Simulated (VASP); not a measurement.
A run of VASP 6.6.1:

File INCAR:

```
PREC     = Accurate       # precision mode
ENCUT    = 520            # plane-wave cutoff, eV
EDIFF    = 1E-7           # SCF threshold, eV
ISMEAR   = -1             # smearing method
SIGMA    = 0.1            # smearing width, eV
LREAL    = F              # projectors in reciprocal space
LASPH    = T              # aspherical terms in the spheres
NELM     = 100            # most SCF steps
ALGO     = Normal         # electronic algorithm
ISIF     = 2              # what is computed and relaxed
LWAVE    = F              # write WAVECAR
LCHARG   = F              # write CHGCAR
GGA      = B5             # functional
ALDAX    = 1.0          
AGGAX    = 1.0          
AGGAC    = 1.0          
ALDAC    = 0.0          
NBANDS   = 13             # bands
```

Contents of KPOINTS:

```
regular mesh
0
Gamma
  15 15 15
```

The input POSCAR:

```
W
1.0
    0.0000000000      2.1204187767      2.1204187767
    2.1204187767      0.0000000000      2.1204187767
    2.1204187767      2.1204187767      0.0000000000
W
1
Direct
    0.0000000000      0.0000000000      0.0000000000
```

Potentials or basis: VASP PAW PBE potentials, release 64 (W_sv).

Launch:

```sh
$ cat potpaw_PBE.64/W_sv/POTCAR > POTCAR
$ mpirun -np 1 vasp_std > vasp.out
```

Hardware: 1 thread of Intel Xeon 6975P-C (shared host).

**Question.** How long does it take, and how much memory?

**Answer.** Run time: 27 s on 1 thread of Intel Xeon 6975P-C, with other jobs on the host, peak memory 0.16 GiB. Counts: scf iterations 13, k points 120.
